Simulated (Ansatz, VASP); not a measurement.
# Two plane-wave programs on Se

```
CELL_PARAMETERS angstrom
4.04932 0.00000 0.00000
-2.02466 3.50681 0.00000
0.00000 0.00000 5.31352
ATOMIC_POSITIONS crystal
Se 0.24735 0.00000 0.33333
Se 0.00000 0.24735 0.66667
Se 0.75265 0.75265 0.00000
```

Alike in both runs: task single point; functional PBE; dispersion D3(BJ); k mesh 12 × 12 × 8; occupations gaussian, width 0.05 eV; no spin polarisation.

|  | VASP | Ansatz |
| --- | --- | --- |
| version | VASP 6.6.1 | Ansatz 0.2.0 |
| potentials or method | VASP PAW PBE potentials, release 64 (Se), cutoff 520 eV | scalar-relativistic, plane waves, PAW |
| valence electrons in the cell | 18 | 48 |

Ansatz gave:

| Item | Value |
| --- | --- |
| gap on the k mesh at the Fermi level (eV) | 0.25 |
| least direct gap on the mesh (eV) | 0.25 |
| pressure (GPa) | -2.4 |
| traceless stress, the component that is largest in VASP (GPa) | -1.78 |
| rms of the force components (eV/Å) | 0.115 |

Question: What did VASP give for the same quantities?

Answer: gap on the k mesh at the Fermi level (eV): 0.24; least direct gap on the mesh (eV): 0.24; pressure (GPa): -2.3; traceless stress, the component that is largest in VASP (GPa): -1.74; rms of the force components (eV/Å): 0.107.

Atom by atom the forces differ by 0.009 eV/Å (rms over components). VASP's potentials hold 18 valence electrons a cell and Ansatz's 48, so a difference there can come from the potentials and not from the codes.
